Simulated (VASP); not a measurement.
**Si2Mo: single point with PBEsol**

Crystal: Si2Mo.

```xyz
3
Lattice="-1.5893 1.5893 3.9041 1.5893 -1.5893 3.9041 1.5893 1.5893 -3.9041" Properties=species:S:1:pos:R:3 pbc="T T T"
Si    0.0000    0.0000    2.6001
Si    0.0000    0.0000    5.2081
Mo    0.0000    0.0000    0.0000
```

This cell differs from its parent crystal: volume scaled by 0.98.

```
Program                : VASP 6.6.1
Task                   : single point
Functional             : PBEsol
Potentials or basis    : VASP PAW PBE potentials, release 64 (Si, Mo_sv)
Cutoff                 : 520 eV
k mesh                 : 16 × 16 × 16
Occupations            : fermi-dirac, width 0.08 eV
Spin                   : no spin polarisation
Dipole correction      : no
Further INCAR settings : ALGO = Normal; EDIFF = 1e-07; NBANDS = 18
```

The pressure is 2.1 GPa and the largest force is 0.292 eV/Å. The band gap on the k mesh is zero (band 11 reaches 13.03 eV, above the bottom of band 12 at 11.98 eV).

Forces in eV/Å, atoms in the order of the input:
```
Si   0.000  0.000  0.292
Si   0.000  0.000 -0.292
Mo   0.000  0.000  0.000
```

Stress tensor (GPa, compression positive):
```
2.33 0.00 0.00
0.00 2.33 0.00
0.00 0.00 1.69
```

Levels at points of the mesh, in eV from the Fermi level:
```tsv
k point	band 7	band 8	band 9	band 10	band 11	band 12	band 13	band 14	band 15	band 16
(0.00, 0.00, 0.00)	-3.41	-3.14	-2.70	-2.70	0.44	3.02	3.23	3.71	3.71	4.17
(0.50, 0.00, 0.00)	-5.01	-4.51	-2.69	-2.56	-0.53	2.34	3.08	4.21	4.32	5.51
(0.50, 0.50, 0.00)	-5.79	-5.24	-4.57	-3.14	-1.13	2.40	2.82	3.11	3.33	4.82
(0.50, 0.50, 0.50)	-3.64	-2.35	-0.59	-0.59	-0.50	-0.50	0.58	4.72	5.41	5.90
```

It took 13 min on 1 thread of AMD EPYC 7R13, on a shared host, peak memory 0.35 GiB.

Caveat: the PAW data sets were made with another functional, which shifts forces and pressure a little.
